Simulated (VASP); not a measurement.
## Si16C15 (a cell with a defect): single point with PBE

Si16C15 (a cell with a defect):

```xyz
31
Lattice="4.3797 4.3797 4.3797 -4.3797 -4.3797 4.3797 4.3797 -4.3797 -4.3797" Properties=species:S:1:pos:R:3 pbc="T T T"
Si    3.4238   -3.4238   -1.2340
Si    5.4709   -1.1102   -1.0796
Si    0.9559   -3.4238    1.2340
Si    3.4238   -0.9559    1.2340
Si    5.4899    1.1102    1.0987
Si    3.2695   -3.2695    3.2810
Si    1.1102   -5.4709   -1.0796
Si    1.1102    1.0912    1.0796
Si   -1.1102   -3.2886    3.3001
Si    1.1102   -1.1102    3.2810
Si    3.2886    1.1102    3.3001
Si    0.9559   -0.9559   -1.2340
Si   -1.1102   -5.4899    1.0987
Si   -1.1102   -1.0912    5.4594
Si    1.0912    1.1102    5.4594
Si   -1.0912   -1.1102    1.0796
C     4.3797    0.0000   -0.0129
C     0.0000   -2.1770    2.1898
C     2.1770    0.0000    2.1898
C     4.3797    2.1770    2.1899
C     2.1899   -2.1899    4.3797
C     0.0000   -4.3797   -0.0129
C     0.0000   -6.5567    2.1899
C    -2.1899   -2.1899    4.3797
C     0.0000    0.0000    4.3926
C     2.1899    2.1899    4.3797
C     0.0000    0.0000    0.0129
C    -2.1770   -4.3797    2.1899
C     2.2028   -4.3797    2.1898
C     4.3797   -2.2028    2.1898
C     2.1770   -4.3797   -2.1898
```

This cell differs from its parent crystal: atoms taken out, then relaxed in part.

| Quantity | Value |
| --- | --- |
| Program | VASP 6.6.1 |
| Task | single point |
| Functional | PBE |
| Potentials or basis | VASP PAW PBE potentials, release 64 (Si, C) |
| Cutoff | 520 eV |
| k mesh | 2 × 2 × 2, shifted |
| Occupations | gaussian, width 0.01 eV |
| Spin | collinear spin |
| Starting moments | [0.75, 0.0, 0.75, 0.75, 0.0, 0.0, 0.0, 0.0, 0.0, 0.0, 0.0, 0.75, 0.0, 0.0, 0.0, 0.0, 0.0, 0.0, 0.0, 0.0, 0.0, 0.0, 0.0, 0.0, 0.0, 0.0, 0.0, 0.0, 0.0, 0.0, 0.0] μB |
| Dipole correction | no |
| Charge | 3 |
| Further INCAR settings | LREAL = Auto; ALGO = Normal; EDIFF = 1e-07; NBANDS = 87; NELECT = 121.0 |

The largest force is 0.014 eV/Å. The net moment is 0.50 μB per cell. The valence electrons inside the program's atomic spheres are Si 1.63; C 2.51, 2.52 (each value once).

Forces on the atoms (eV/Å):
```
Si   0.008 -0.008 -0.008
Si   0.006  0.001 -0.001
Si  -0.008 -0.008  0.008
Si   0.008  0.008  0.008
Si  -0.001 -0.001 -0.006
Si   0.001 -0.001  0.006
Si  -0.001 -0.006 -0.001
Si  -0.001  0.006  0.001
Si   0.001  0.006 -0.001
Si  -0.001  0.001  0.006
Si  -0.006 -0.001 -0.001
Si  -0.008  0.008 -0.008
Si   0.001  0.001 -0.006
Si   0.001 -0.006  0.001
Si   0.006 -0.001  0.001
Si  -0.006  0.001  0.001
C    0.003  0.003 -0.012
C   -0.003  0.012  0.003
C   -0.012  0.003  0.003
C   -0.003 -0.012 -0.003
C    0.000  0.000  0.000
C   -0.003 -0.003 -0.012
C    0.003  0.012 -0.003
C    0.000  0.000  0.000
C    0.003 -0.003  0.012
C    0.000  0.000  0.000
C   -0.003  0.003  0.012
C    0.012  0.003 -0.003
C    0.012 -0.003  0.003
C    0.003 -0.012  0.003
C   -0.012 -0.003 -0.003
```

Levels at points of the mesh, in eV from the Fermi level:
Spin up:
| k point | band 57 | band 58 | band 59 | band 60 | band 61 | band 62 | band 63 | band 64 | band 65 | band 66 |
| --- | --- | --- | --- | --- | --- | --- | --- | --- | --- | --- |
| (0.25, 0.25, 0.25) | -0.58 | -0.56 | -0.52 | -0.52 | -0.52 | 2.59 | 2.59 | 2.59 | 3.91 | 3.91 |
Spin down:
```
           k point  band 57  band 58  band 59  band 60  band 61  band 62  band 63  band 64
(0.25, 0.25, 0.25)    -0.57    -0.51    -0.51    -0.51    -0.28     2.70     2.70     2.70
```

Wall time 3.2 min on 1 thread of AMD EPYC 9R45 96-Core Processor (Zen 5), with other jobs on the host, peak memory 0.54 GiB.

Caveat: the k points lie up to 0.51 Å⁻¹ apart; the cell carries a net charge on a neutralising background, which shifts energy and pressure; the cell differs from its parent crystal (atoms taken out, then relaxed in part); the cell is charged against a uniform background, so pressure and absolute levels hang on convention.
